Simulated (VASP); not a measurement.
Input of a VASP 6.6.1 run:

INCAR

```
PREC = Accurate
ENCUT = 600
EDIFF = 1E-6
ISMEAR = 0
SIGMA = 0.01
LREAL = F
LASPH = T
NELM = 120
ALGO = Normal
ISIF = 2
LWAVE = F
LCHARG = F
GGA = PS
NBANDS = 11
GGA_COMPAT = F
```

KPOINTS

```
regular mesh
0
Gamma
  5 5 5
```

Contents of POSCAR:

```
MgS
1.0
    0.0000000000      2.6015177399      2.6015177399
    2.6015177399      0.0000000000      2.6015177399
    2.6015177399      2.6015177399      0.0000000000
Mg S
1 1
Direct
    0.0000000000      0.0000000000      0.0000000000
    0.5000000000      0.5000000000      0.5000000000
```

Potentials or basis: VASP PAW PBE potentials, release 64 (Mg, S).

The run is started by

```sh
$ cat potpaw_PBE.64/Mg/POTCAR potpaw_PBE.64/S/POTCAR > POTCAR
$ mpirun -np 1 vasp_std > vasp.out
```

Problem. Predict the band gap on the k mesh.

Solution. 3.11 eV, indirect (least direct gap 3.59 eV).

Problem. Predict the pressure.

Solution. -1.0 GPa.

Caveat: the PAW data sets were made with another functional, which shifts forces and pressure a little. A k mesh can miss the band edges.
